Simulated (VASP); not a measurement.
# Re (P6_3/mmc) in VASP: a series of runs

Runs on Re. Level: LDA. Tasks: single point.

Everything below comes from runs of VASP 6.6.1. Logs are shortened: lines on timing, memory, paths and dates and some standing lists are left out, and cuts for length are marked.

## Step 1: The cell of the first run

Symmetry: P6_3/mmc, No. 194, hexagonal system. The conventional cell has a = 2.742 Å, b = 2.742 Å, c = 4.428 Å, α = 90.00°, β = 90.00°, γ = 120.00°. Within 3.6 Å of Re (site symmetry -6m2) lie 12 Re at 2.72 to 2.74 Å.

## Step 2: Single point, LDA (volume scaled by 0.98)

Input file INCAR:

```
PREC = Accurate ; ENCUT = 520
EDIFF = 1E-6 ; ISMEAR = -1
SIGMA = 0.05 ; LREAL = False
LASPH = True ; NELM = 80
ALGO = Normal ; ISIF = 2
LWAVE = False ; LCHARG = False
NBANDS = 14
```

Input file KPOINTS:

```
regular mesh
0
Gamma
  11 11 6
```

Input file POSCAR:

```
Re
1.0
    2.7422705826      0.0000000000      0.0000000000
   -1.3711352913      2.3748759886      0.0000000000
    0.0000000000      0.0000000000      4.4282782931
Re
2
Direct
    0.6666666667      0.3333333333      0.7500000000
    0.3333333333      0.6666666667      0.2500000000
```

Potentials or basis: VASP PAW LDA potentials, release 64 (Re).

The run is started by

```console
$ cat potpaw_LDA.64/Re/POTCAR > POTCAR
$ mpirun -np 1 vasp_std > vasp.out
```

OUTCAR:

```text
PREC = Accurate
   ENCUT = 520
   EDIFF = 1E-6
   ISMEAR = -1
   LREAL = False
   LASPH = True
   NELM = 80
   ISIF = 2

 ion  position               nearest neighbor table
   1  0.667  0.333  0.750-   2 2.72   2 2.72   2 2.72   2 2.72   2 2.72   2 2.72
   2  0.333  0.667  0.250-   1 2.72   1 2.72   1 2.72   1 2.72   1 2.72   1 2.72

  LATTYP: Found a hexagonal cell.
 ALAT       =     2.7422705826
 C/A-ratio  =     1.6148217908

  Lattice vectors:

 A1 = (   2.7422705826,   0.0000000000,   0.0000000000)
 A2 = (  -1.3711352913,   2.3748759886,   0.0000000000)
 A3 = (   0.0000000000,   0.0000000000,   4.4282782931)

Analysis of symmetry for initial positions (statically):
=====================================================================
 Subroutine PRICEL returns:
 Original cell was already a primitive cell.

 Routine SETGRP: Setting up the symmetry group for a
 hexagonal supercell.

 Subroutine GETGRP returns: Found 24 space group operations
 (whereof 12 operations were pure point group operations)
 out of a pool of 24 trial point group operations.

The static configuration has the point symmetry D_3d.
 The point group associated with its full space group is D_6h.

Analysis of symmetry for dynamics (positions and initial velocities):
=====================================================================
 Subroutine PRICEL returns:
 Original cell was already a primitive cell.

 Routine SETGRP: Setting up the symmetry group for a
 hexagonal supercell.

 Subroutine GETGRP returns: Found 24 space group operations
 (whereof 12 operations were pure point group operations)
 out of a pool of 24 trial point group operations.

The dynamic configuration has the point symmetry D_3d.
 The point group associated with its full space group is D_6h.

 Subroutine INISYM returns: Found 24 space group operations
 (whereof 12 operations are pure point group operations),
 and found     1 'primitive' translations

----------------------------------------------------------------------------------------

                                     Primitive cell

  volume of cell :      28.8394

  direct lattice vectors                    reciprocal lattice vectors
     2.742270583  0.000000000  0.000000000     0.364661316  0.210537309  0.000000000
    -1.371135291  2.374875989  0.000000000     0.000000000  0.421074618  0.000000000
     0.000000000  0.000000000  4.428278293     0.000000000  0.000000000  0.225821399

  length of vectors
     2.742270583  2.742270583  4.428278293     0.421074618  0.421074618  0.225821399

  position of ions in fractional coordinates (direct lattice)
     0.666666667  0.333333333  0.750000000
     0.333333333  0.666666667  0.250000000

  ion indices of the primitive-cell ions
   primitive index   ion index
                 1           1
                 2           2

----------------------------------------------------------------------------------------

 KPOINTS: regular mesh

Automatic generation of k-mesh.
 Grid dimensions read from file:
 generate k-points for:   11   11    6

 Generating k-lattice:

  Cartesian coordinates                     Fractional coordinates (reciprocal lattice)
     0.033151029  0.019139755  0.000000000     0.090909091  0.000000000  0.000000000
     0.000000000  0.038279511  0.000000000     0.000000000  0.090909091  0.000000000
     0.000000000  0.000000000  0.037636900     0.000000000  0.000000000  0.166666667

  Length of vectors
     0.038279511  0.038279511  0.037636900

  Shift w.r.t. Gamma in fractional coordinates (k-lattice)
     0.000000000  0.000000000  0.000000000

 Subroutine IBZKPT returns following result:
 ===========================================

 Found     64 irreducible k-points:

 Following reciprocal coordinates:
            Coordinates               Weight
  0.000000  0.000000  0.000000      1.000000
  0.090909  0.000000  0.000000      6.000000
  0.181818  0.000000  0.000000      6.000000
  0.272727  0.000000  0.000000      6.000000
  0.363636  0.000000  0.000000      6.000000
  0.454545  0.000000  0.000000      6.000000
[... 16 lines left out ...]
  0.090909  0.090909  0.166667     12.000000
  0.181818  0.090909  0.166667     24.000000
 [... further k-points ...]
   k-points           NKPTS =     64   k-points in BZ     NKDIM =     64   number of bands    NBANDS=     14
   number of dos      NEDOS =    301   number of ions     NIONS =      2
   total plane-waves  NPLWV =  14400
   dimension x,y,z NGX =    20 NGY =   20 NGZ =   36
   dimension x,y,z NGXF=    40 NGYF=   40 NGZF=   72
   ions per type =               2
   NGX,Y,Z   is equivalent  to a cutoff of  12.12, 12.12, 13.52 a.u.
   NGXF,Y,Z  is equivalent  to a cutoff of  24.25, 24.25, 27.03 a.u.
 SYSTEM =  unknown system
   PREC   = accura    normal or accurate (medium, high low for compatibility)
   ISTART =      0    job   : 0-new  1-cont  2-samecut
   ICHARG =      2    charge: 1-file 2-atom 10-const
   ISPIN  =      1    spin polarized calculation?
   LNONCOLLINEAR =      F non collinear calculations
   LSORBIT =      F    spin-orbit coupling
   LASPH  =      T    aspherical Exc in radial PAW
   ENCUT  =  520.0 eV  38.22 Ry    6.18 a.u.   5.10  5.10  8.23*2*pi/ulx,y,z
   NELM   =     80;   NELMIN=  2; NELMDL= -5     # of ELM steps
   EDIFF  = 0.1E-05   stopping-criterion for ELM
   LREAL  =      F    real-space projection
   EDIFFG = 0.1E-04   stopping-criterion for IOM
   NSW    =      0    number of steps for IOM
   IBRION =     -1    ionic relax: 0-MD 1-quasi-New 2-CG
   NFREE  =      0    steps in history (QN), initial steepest desc. (CG)
   ISIF   =      2    stress and relaxation
   ISYM   =      2    0-nonsym 1-usesym 2-fastsym
   POTIM  = 0.5000    time-step for ionic-motion
   TEBEG  =    0.0;   TEEND  =   0.0 temperature during run
   PSTRESS=    0.0 pullay stress
   NELECT =      14.0000    total number of electrons
   NUPDOWN=      -1.0000    fix difference up-down
   EMIN   =  10.00;   EMAX   =-10.00  energy-range for DOS
   EFERMI =   0.00;   METHOD = LEGACY
   ISMEAR =    -1;   SIGMA  =   0.05  broadening in eV -4-tet -1-fermi 0-gaus
   EFERMI_NEDOS =   21; number of points for ismear=-14 and -15
   IALGO  =     38    algorithm
   IMIX   =      4    mixing-type and parameters
     AMIX     =   0.40;   BMIX     =  1.00
     AMIX_MAG =   1.60;   BMIX_MAG =  1.00
  volume/ion in A,a.u.               =      14.42        97.31
  Fermi-wavevector in a.u.,A,eV,Ry     =   1.286635  2.431388 22.523498  1.655430
  Thomas-Fermi vector in A             =   2.418698
   LORBIT       =      0    0 simple, 1 ext, 2 COOP (PROOUT), +10 PAW based schemes
   GGA     = CA    functional components
   LHFCALC =     F    Hartree Fock is set to
   AEXX    =    0.0000 exact exchange contribution
   IVDW    =     0    specifies the selected vdW correction
   LEPSILON=     F    determine dielectric tensor
   LRPA    =     F    only Hartree local field effects (RPA)
 non-spin polarized calculation
  energy-cutoff  :      520.00
  volume of cell :       28.84
 maximum number of plane-waves:       786
   NGX = 11   NGY = 11   NGZ = 17

 number of electron      14.0000001 magnetization

 Free energy of the ion-electron system (eV)
  ---------------------------------------------------
  ext. energy  EPLUGINS =         0.00000000
  ---------------------------------------------------
  free energy    TOTEN  =       -27.53176673 eV

  energy without entropy =      -27.51910888  energy(sigma->0) =      -27.52543780

 E-fermi :   8.1219     XC(G=0): -13.9507

 val. band max:        8.0693518877   @ k =   0.1818   0.0000   0.1667
 cond. band min:       8.1251112687   @ k =   0.3636   0.0000   0.3333
 fundamental gap:      0.0557593810
 Fermi energy:         8.1219189716

 k-point     1 :       0.0000    0.0000    0.0000
  band No.  band energies     occupation
      1      -1.8281      2.00000
      2       1.3460      2.00000
      3       6.4463      2.00000
      4       6.4463      2.00000
      5       6.4495      2.00000
      6       7.3100      2.00000
      7       7.3100      2.00000
      8       8.2671      0.10391
      9       8.2671      0.10391
     10       8.8936      0.00000
     11      11.5460      0.00000
     12      11.5460      0.00000
     13      18.4060      0.00000
     14      22.3436      0.00000

 k-point     2 :       0.0909    0.0000    0.0000
  band No.  band energies     occupation
      1      -1.4834      2.00000
      2       1.6669      2.00000
      3       5.7976      2.00000
      4       6.7650      2.00000
      5       6.9542      2.00000
      6       7.1196      2.00000
      7       7.5054      1.99999
      8       7.6115      1.99993
      9       8.0073      1.81654
     10       8.2820      0.07822
     11      11.7220      0.00000
     12      12.9386      0.00000
     13      18.3870      0.00000
     14      23.1057      0.00000

 k-point     3 :       0.1818    0.0000    0.0000
  band No.  band energies     occupation
      1      -0.5364      2.00000
      2       2.4201      2.00000
      3       5.1229      2.00000
      4       5.8138      2.00000
      5       6.4986      2.00000
      6       7.4313      2.00000
      7       7.6901      1.99964
      8       7.8250      1.99474
      9       7.8270      1.99453
     10       8.4793      0.00157
     11      12.0658      0.00000
     12      15.2204      0.00000
     13      18.1745      0.00000
     14      24.6734      0.00000
[... 324 lines left out ...]
 k-point    23 :       0.0909    0.0909    0.1667
  band No.  band energies     occupation
      1      -0.5301      2.00000
      2       2.2970      2.00000
      3       5.2888      2.00000
      4       5.5777      2.00000
      5       6.4643      2.00000
      6       7.0008      2.00000
      7       7.2504      2.00000
      8       7.8116      1.99598
      9       8.5830      0.00020
     10       8.6125      0.00011
     11      11.8258      0.00000
     12      13.6943      0.00000
     13      19.6861      0.00000
     14      23.8188      0.00000

 k-point    24 :       0.1818    0.0909    0.1667
  band No.  band energies     occupation
      1       0.5356      2.00000
      2       3.0893      2.00000
      3       4.4784      2.00000
      4       4.7970      2.00000
      5       6.0793      2.00000
      6       6.7993      2.00000
      7       7.4319      2.00000
      8       8.3869      0.00993
      9       9.1259      0.00000
     10       9.5255      0.00000
     11      11.9674      0.00000
     12      15.1521      0.00000
     13      19.5778      0.00000
     14      24.3889      0.00000

 [... further k-points ...]

------------------------ aborting loop because EDIFF is reached ----------------------------------------

  FORCE on cell =-STRESS in cart. coord.  units (eV):
  Direction    XX          YY          ZZ          XY          YZ          ZX
  --------------------------------------------------------------------------------------
  -------------------------------------------------------------------------------------
  Total       -0.1645838     -0.1645838     -0.2532404     -0.0000000     -0.0000000      0.0000000
  in kB       -9.1434819     -9.1434819    -14.0688094     -0.0000000     -0.0000000      0.0000000
  external PRESSURE =     -10.7852577 kB  Pullay stress =       0.0000000 kB

 VOLUME and BASIS-vectors are now :
 -----------------------------------------------------------------------------
  energy-cutoff  :      520.00
  volume of cell :       28.84
      direct lattice vectors                 reciprocal lattice vectors
     2.742270583  0.000000000  0.000000000     0.364661316  0.210537309  0.000000000
    -1.371135291  2.374875989  0.000000000     0.000000000  0.421074618  0.000000000
     0.000000000  0.000000000  4.428278293     0.000000000  0.000000000  0.225821399

 POSITION                                       TOTAL-FORCE (eV/Angst)
 -----------------------------------------------------------------------------------
      1.37114      0.79163      3.32121        -0.000000      0.000000      0.000000
     -0.00000      1.58325      1.10707         0.000000      0.000000      0.000000
 -----------------------------------------------------------------------------------
    total drift:                               -0.000000      0.000000     -0.000000

  FREE ENERGIE OF THE ION-ELECTRON SYSTEM (eV)
  ---------------------------------------------------
  free  energy   TOTEN  =       -27.5317667288 eV

  energy  without entropy=      -27.5191088765  energy(sigma->0) =      -27.52543780
```

Wall time 17 s (1 thread of Intel Xeon Platinum 8259CL at 2.50GHz (Skylake/Cascade Lake), shared host); peak memory 0.13 GiB.

Results:

```yaml
Free_energy: -27.5318 eV
Pressure: -1.1 GPa
Band_gap_on_the_k_mesh: zero (band 7 reaches 9.62 eV, above the bottom of band 8 at 6.31 eV)
```

Stress tensor (GPa, compression positive):
```
-0.91  0.00  0.00
 0.00 -0.91  0.00
 0.00  0.00 -1.41
```

Levels at points of the mesh, in eV from the Fermi level:
| k point | band 3 | band 4 | band 5 | band 6 | band 7 | band 8 | band 9 | band 10 | band 11 | band 12 |
| --- | --- | --- | --- | --- | --- | --- | --- | --- | --- | --- |
| (0.00, 0.00, 0.00) | -1.68 | -1.68 | -1.67 | -0.81 | -0.81 | 0.15 | 0.15 | 0.77 | 3.42 | 3.42 |
| (0.00, 0.00, 0.50) | -2.45 | -2.45 | -1.81 | -1.81 | -1.81 | -1.81 | 2.59 | 2.59 | 2.59 | 2.59 |

Caveat: the cell differs from its parent crystal (volume scaled by 0.98); spin-orbit coupling is left out, which moves the levels of the heavy elements.

## Step 3: Single point, LDA

This run uses another cell than the first one, of 14.71 Å³/atom, 1.020 times its volume.

Input file INCAR:

```
  PREC = Accurate
  ENCUT = 520
  EDIFF = 1E-6
  ISMEAR = -1
  SIGMA = 0.05
  LREAL = F
  LASPH = T
  NELM = 100
  ALGO = Normal
  ISIF = 2
  LWAVE = F
  LCHARG = F
  NBANDS = 14
```

Input file KPOINTS:

```
Automatic mesh
0
Gamma
  11 11 6
```

Input file POSCAR:

```
Re
1.0
    2.7608000000      0.0000000000      0.0000000000
   -1.3804000000      2.3909229348      0.0000000000
    0.0000000000      0.0000000000      4.4582000000
Re
2
Direct
    0.6666666667      0.3333333333      0.7500000000
    0.3333333333      0.6666666667      0.2500000000
```

Potentials or basis: VASP PAW LDA potentials, release 64 (Re).

The run is started by

```console
$ cat potpaw_LDA.64/Re/POTCAR > POTCAR
$ mpirun -np 1 vasp_std > vasp.out
```

It took 17 s on 1 thread of Intel Xeon Platinum 8259CL at 2.50GHz (Skylake/Cascade Lake), shared host; peak memory 0.15 GiB.

It converged, with:

* Free energy: -27.5136 eV
* Pressure: -8.9 GPa
* Band gap on the k mesh: zero (band 7 reaches 9.30 eV, above the bottom of band 8 at 6.11 eV)

Stress tensor (GPa, compression positive):
```
-8.74  0.00  0.00
 0.00 -8.74  0.00
 0.00  0.00 -9.28
```

Levels at points of the mesh, in eV from the Fermi level:
```csv
k point,band 4,band 5,band 6,band 7,band 8,band 9,band 10,band 11
"(0.00, 0.00, 0.00)",-1.62,-1.62,-0.78,-0.78,0.15,0.15,0.73,3.33
"(0.00, 0.00, 0.50)",-2.38,-1.75,-1.75,-1.75,-1.75,2.51,2.51,2.51
```

Caveat: spin-orbit coupling is left out, which moves the levels of the heavy elements.

(Continued in part 2 of 2.)
